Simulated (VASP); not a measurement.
# AlGa3Sb2 (P6/mmm) in VASP: a series of runs, part 2 of 2

VASP 6.6.1. The steps go on from the part before.

## 3. Single point, PBE

This run uses another cell than the first one, of 35.90 Å³/atom, 1.505 times its volume.

Input file INCAR:

```
PREC = Accurate ; ENCUT = 520
EDIFF = 1E-6 ; ISMEAR = 0
SIGMA = 0.1 ; LREAL = F
LASPH = T ; NELM = 80
ALGO = Normal ; ISIF = 2
LWAVE = F ; LCHARG = F
GGA = PE ; NBANDS = 35
```

Input file KPOINTS:

```
regular mesh
0
Gamma
  6 6 2
```

Input file POSCAR:

```
AlGa3Sb2
1.0
    4.8566021731      0.0000000000      0.0000000000
   -2.4283010866      4.2059408580      0.0000000000
    0.0000000000      0.0000000000     10.5451270765
Al Ga Sb
1 3 2
Direct
    0.0000000000      0.0000000000      0.0000000000
    0.3333333333      0.6666666667      0.5000000000
    0.6666666667      0.3333333333      0.5000000000
    0.0000000000      0.0000000000      0.5000000000
    0.0000000000      0.0000000000      0.7597337966
    0.0000000000      0.0000000000      0.2402662034
```

Potentials or basis: VASP PAW PBE potentials, release 64 (Al, Ga_d, Sb).

Started as:

```bash
cat potpaw_PBE.64/Al/POTCAR potpaw_PBE.64/Ga_d/POTCAR potpaw_PBE.64/Sb/POTCAR > POTCAR
mpirun -np 1 vasp_std > vasp.out
```

OUTCAR:

```text
PREC = Accurate
   ENCUT = 520
   EDIFF = 1E-6
   ISMEAR = 0
   LREAL = F
   LASPH = T
   NELM = 80
   ISIF = 2
   GGA = PE

 ion  position               nearest neighbor table
   1  0.000  0.000  0.000-   5 2.53   6 2.53
   2  0.333  0.667  0.500-   3 2.80   3 2.80   4 2.80   4 2.80   4 2.80   3 2.80
   3  0.667  0.333  0.500-   2 2.80   2 2.80   4 2.80   4 2.80   4 2.80   2 2.80
   4  0.000  0.000  0.500-   5 2.74   6 2.74   2 2.80   3 2.80   3 2.80   2 2.80   3 2.80   2 2.80

   5  0.000  0.000  0.760-   1 2.53   4 2.74
   6  0.000  0.000  0.240-   1 2.53   4 2.74

  LATTYP: Found a hexagonal cell.
 ALAT       =     4.8566021731
 C/A-ratio  =     2.1712972775

  Lattice vectors:

 A1 = (   4.8566021731,   0.0000000000,   0.0000000000)
 A2 = (  -2.4283010866,   4.2059408580,   0.0000000000)
 A3 = (   0.0000000000,   0.0000000000,  10.5451270765)

Analysis of symmetry for initial positions (statically):
=====================================================================
 Subroutine PRICEL returns:
 Original cell was already a primitive cell.

 Routine SETGRP: Setting up the symmetry group for a
 hexagonal supercell.

 Subroutine GETGRP returns: Found 24 space group operations
 (whereof 24 operations were pure point group operations)
 out of a pool of 24 trial point group operations.

The static configuration has the point symmetry D_6h.

Analysis of symmetry for dynamics (positions and initial velocities):
=====================================================================
 Subroutine PRICEL returns:
 Original cell was already a primitive cell.

 Routine SETGRP: Setting up the symmetry group for a
 hexagonal supercell.

 Subroutine GETGRP returns: Found 24 space group operations
 (whereof 24 operations were pure point group operations)
 out of a pool of 24 trial point group operations.

The dynamic configuration has the point symmetry D_6h.

 Subroutine INISYM returns: Found 24 space group operations
 (whereof 24 operations are pure point group operations),
 and found     1 'primitive' translations

----------------------------------------------------------------------------------------

                                     Primitive cell

  volume of cell :     215.4009

  direct lattice vectors                    reciprocal lattice vectors
     4.856602173  0.000000000  0.000000000     0.205905274  0.118879465  0.000000000
    -2.428301087  4.205940858  0.000000000     0.000000000  0.237758930  0.000000000
     0.000000000  0.000000000 10.545127077     0.000000000  0.000000000  0.094830531

  length of vectors
     4.856602173  4.856602173 10.545127077     0.237758930  0.237758930  0.094830531

  position of ions in fractional coordinates (direct lattice)
     0.000000000  0.000000000  0.000000000
     0.333333333  0.666666667  0.500000000
     0.666666667  0.333333333  0.500000000
     0.000000000  0.000000000  0.500000000
     0.000000000  0.000000000  0.759733797
     0.000000000  0.000000000  0.240266203

  ion indices of the primitive-cell ions
   primitive index   ion index
                 1           1
                 2           2
                 3           3
[... 34 lines left out ...]
  0.333333  0.000000  0.000000      6.000000
  0.500000  0.000000  0.000000      3.000000
  0.166667  0.166667  0.000000      6.000000
  0.333333  0.166667  0.000000     12.000000
  0.333333  0.333333  0.000000      2.000000
  0.000000  0.000000  0.500000      1.000000
  0.166667  0.000000  0.500000      6.000000
  0.333333  0.000000  0.500000      6.000000
  0.500000  0.000000  0.500000      3.000000
  0.166667  0.166667  0.500000      6.000000
  0.333333  0.166667  0.500000     12.000000
  0.333333  0.333333  0.500000      2.000000
   k-points           NKPTS =     14   k-points in BZ     NKDIM =     14   number of bands    NBANDS=     35
   number of dos      NEDOS =    301   number of ions     NIONS =      6
   total plane-waves  NPLWV = 103680
   dimension x,y,z NGX =    36 NGY =   36 NGZ =   80
   dimension x,y,z NGXF=    72 NGYF=   72 NGZF=  160
   ions per type =               1   3   2
   NGX,Y,Z   is equivalent  to a cutoff of  12.32, 12.32, 12.61 a.u.
   NGXF,Y,Z  is equivalent  to a cutoff of  24.65, 24.65, 25.22 a.u.
 SYSTEM =  unknown system
   PREC   = accura    normal or accurate (medium, high low for compatibility)
   ISTART =      0    job   : 0-new  1-cont  2-samecut
   ICHARG =      2    charge: 1-file 2-atom 10-const
   ISPIN  =      1    spin polarized calculation?
   LNONCOLLINEAR =      F non collinear calculations
   LSORBIT =      F    spin-orbit coupling
   LASPH  =      T    aspherical Exc in radial PAW
   ENCUT  =  520.0 eV  38.22 Ry    6.18 a.u.   9.03  9.03 19.61*2*pi/ulx,y,z
   NELM   =     80;   NELMIN=  2; NELMDL= -5     # of ELM steps
   EDIFF  = 0.1E-05   stopping-criterion for ELM
   LREAL  =      F    real-space projection
   EDIFFG = 0.1E-04   stopping-criterion for IOM
   NSW    =      0    number of steps for IOM
   IBRION =     -1    ionic relax: 0-MD 1-quasi-New 2-CG
   NFREE  =      0    steps in history (QN), initial steepest desc. (CG)
   ISIF   =      2    stress and relaxation
   ISYM   =      2    0-nonsym 1-usesym 2-fastsym
   POTIM  = 0.5000    time-step for ionic-motion
   TEBEG  =    0.0;   TEEND  =   0.0 temperature during run
   PSTRESS=    0.0 pullay stress
   NELECT =      52.0000    total number of electrons
   NUPDOWN=      -1.0000    fix difference up-down
   EMIN   =  10.00;   EMAX   =-10.00  energy-range for DOS
   EFERMI =   0.00;   METHOD = LEGACY
   ISMEAR =     0;   SIGMA  =   0.10  broadening in eV -4-tet -1-fermi 0-gaus
   EFERMI_NEDOS =   21; number of points for ismear=-14 and -15
   IALGO  =     38    algorithm
   IMIX   =      4    mixing-type and parameters
     AMIX     =   0.40;   BMIX     =  1.00
     AMIX_MAG =   1.60;   BMIX_MAG =  1.00
  volume/ion in A,a.u.               =      35.90       242.27
  Fermi-wavevector in a.u.,A,eV,Ry     =   1.019358  1.926307 14.137690  1.039091
  Thomas-Fermi vector in A             =   2.152867
   LORBIT       =      0    0 simple, 1 ext, 2 COOP (PROOUT), +10 PAW based schemes
   GGA     = PE    functional components
   LHFCALC =     F    Hartree Fock is set to
   AEXX    =    0.0000 exact exchange contribution
   IVDW    =     0    specifies the selected vdW correction
   LEPSILON=     F    determine dielectric tensor
   LRPA    =     F    only Hartree local field effects (RPA)
 non-spin polarized calculation
 Gauss-broadening in eV      SIGMA  =   0.10
  energy-cutoff  :      520.00
  volume of cell :      215.40
 maximum number of plane-waves:      5838
   NGX = 19   NGY = 19   NGZ = 39

 number of electron      51.9999946 magnetization

 Free energy of the ion-electron system (eV)
  ---------------------------------------------------
  ext. energy  EPLUGINS =         0.00000000
  ---------------------------------------------------
  free energy    TOTEN  =       -16.62336924 eV

  energy without entropy =      -16.59363747  energy(sigma->0) =      -16.60850335

 E-fermi :   2.2217     XC(G=0):  -7.9047

 val. band max:        2.2179702986   @ k =   0.1667   0.1667   0.0000
 cond. band min:       2.2220866074   @ k =   0.5000   0.0000   0.0000
 fundamental gap:      0.0041163088
 Fermi energy:         2.2217280570

 k-point     1 :       0.0000    0.0000    0.0000
  band No.  band energies     occupation
      1     -12.9274      2.00000
      2     -12.7696      2.00000
      3     -12.7696      2.00000
      4     -12.7651      2.00000
      5     -12.7651      2.00000
      6     -12.7035      2.00000
[... 521 lines left out ...]
     34       5.7952      0.00000
     35       8.9286      0.00000

------------------------ aborting loop because EDIFF is reached ----------------------------------------

  FORCE on cell =-STRESS in cart. coord.  units (eV):
  Direction    XX          YY          ZZ          XY          YZ          ZX
  --------------------------------------------------------------------------------------
  -------------------------------------------------------------------------------------
  Total       -0.2364672     -0.2364672      0.1914359      0.0000000      0.0000000      0.0000000
  in kB       -1.7588713     -1.7588713      1.4239230      0.0000000      0.0000000      0.0000000
  external PRESSURE =      -0.6979399 kB  Pullay stress =       0.0000000 kB

 VOLUME and BASIS-vectors are now :
 -----------------------------------------------------------------------------
  energy-cutoff  :      520.00
  volume of cell :      215.40
      direct lattice vectors                 reciprocal lattice vectors
     4.856602173  0.000000000  0.000000000     0.205905274  0.118879465  0.000000000
    -2.428301087  4.205940858  0.000000000     0.000000000  0.237758930  0.000000000
     0.000000000  0.000000000 10.545127077     0.000000000  0.000000000  0.094830531

 POSITION                                       TOTAL-FORCE (eV/Angst)
 -----------------------------------------------------------------------------------
      0.00000      0.00000      0.00000        -0.000000     -0.000000      0.000000
     -0.00000      2.80396      5.27256        -0.000000     -0.000000      0.000000
      2.42830      1.40198      5.27256         0.000000     -0.000000      0.000000
      0.00000      0.00000      5.27256        -0.000000     -0.000000      0.000000
      0.00000      0.00000      8.01149         0.000000     -0.000000     -0.062732
      0.00000      0.00000      2.53364         0.000000      0.000000      0.062732
 -----------------------------------------------------------------------------------
    total drift:                                0.000000      0.000000     -0.000000

  FREE ENERGIE OF THE ION-ELECTRON SYSTEM (eV)
  ---------------------------------------------------
  free  energy   TOTEN  =       -16.6233692419 eV

  energy  without entropy=      -16.5936374669  energy(sigma->0) =      -16.60850335
```

Run time: 2 min. Hardware: 1 thread of Intel Xeon Platinum 8259CL at 2.50GHz (Skylake/Cascade Lake), shared host; peak memory 0.35 GiB.

Results:

```yaml
Free_energy: -16.6234 eV
Pressure: -0.1 GPa
Largest_force: 0.063 eV/Å
Band_gap_on_the_k_mesh: zero (band 26 reaches 2.43 eV, above the bottom of band 27 at 2.11 eV)
```

Forces in eV/Å, atoms in the order of the input:
```
Al   0.000  0.000  0.000
Ga   0.000  0.000  0.000
Ga   0.000  0.000  0.000
Ga   0.000  0.000  0.000
Sb   0.000  0.000 -0.063
Sb   0.000  0.000  0.063
```

Levels at points of the mesh, in eV from the Fermi level:
```
           k point  band 23  band 24  band 25  band 26  band 27  band 28  band 29  band 30
(0.00, 0.00, 0.00)    -1.02    -1.02    -0.17    -0.17     0.45     0.45     0.79     0.79
(0.50, 0.00, 0.00)    -2.32    -1.87    -1.58    -0.04     0.00     1.77     1.85     2.18
(0.00, 0.00, 0.50)    -0.96    -0.57    -0.17    -0.17     0.01     0.01     0.05     1.39
(0.50, 0.00, 0.50)    -2.18    -0.87    -0.44    -0.28     0.31     0.57     0.63     2.39
```

Caveat: spin-orbit coupling is left out, which moves the levels of the heavy elements.
